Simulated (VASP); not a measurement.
Wanted: the native input for a VASP 6.6.1 run.

* Task: single point
* Functional: LDA
* Potentials or basis: VASP PAW LDA potentials, release 64 (K_sv, Mg, H)
* Cutoff: 520 eV
* k mesh: 8 × 8 × 8
* Occupations: gaussian, width 0.05 eV
* Spin: no spin polarisation
* Dipole correction: no
* Further INCAR settings: ALGO = Normal; EDIFF = 1e-06; NBANDS = 15

The structure of KMgH3 lies in POSCAR:

```
KMgH3
1.0
    3.8237500000      0.0000000000      0.0000000000
    0.0000000000      3.8237500000      0.0000000000
    0.0000000000      0.0000000000      3.9243750000
K Mg H
1 1 3
Direct
    0.0000000000      0.0000000000      0.0000000000
    0.5000000000      0.5000000000      0.5000000000
    0.0000000000      0.5000000000      0.5000000000
    0.5000000000      0.0000000000      0.5000000000
    0.5000000000      0.5000000000      0.0000000000
```

This cell differs from its parent crystal: strain -0.050 along x and y, -0.025 along z.

One way to write it, as run:

INCAR

```
SYSTEM = KMgH3
ALGO     = Normal         ! electronic algorithm
EDIFF    = 1E-6           ! SCF threshold, eV
ENCUT    = 520            ! plane-wave cutoff, eV
GGA      = CA             ! functional
ISIF     = 2              ! what is computed and relaxed
ISMEAR   = 0              ! smearing method
LASPH    = .True.         ! aspherical terms in the spheres
LCHARG   = .True.         ! write CHGCAR
LELF     = .True.         ! ELF
LREAL    = .False.        ! projectors in reciprocal space
LVHAR    = .True.       
LWAVE    = .False.        ! write WAVECAR
NBANDS   = 15             ! bands
NELM     = 100            ! most SCF steps
PREC     = Accurate       ! precision mode
SIGMA    = 0.05           ! smearing width, eV
```

KPOINTS

```
k-points
0
Gamma
  8 8 8
  0 0 0
```

Potentials or basis: VASP PAW LDA potentials, release 64 (K_sv, Mg, H).

Command:

```sh
$ cat potpaw_LDA.64/K_sv/POTCAR potpaw_LDA.64/Mg/POTCAR potpaw_LDA.64/H/POTCAR > POTCAR
$ mpirun -np 1 vasp_std > vasp.out
```

It gave:

```json
{
  "Pressure": "1.7 GPa",
  "Band gap on the k mesh": "2.49 eV, indirect (least direct gap 4.85 eV)"
}
```

Caveat: the cell differs from its parent crystal (strain -0.050 along x and y, -0.025 along z).

Wall time 18 s on 1 thread of Intel(R) Xeon(R) 6975P-C (Granite Rapids) (shared host), peak memory 0.19 GiB.
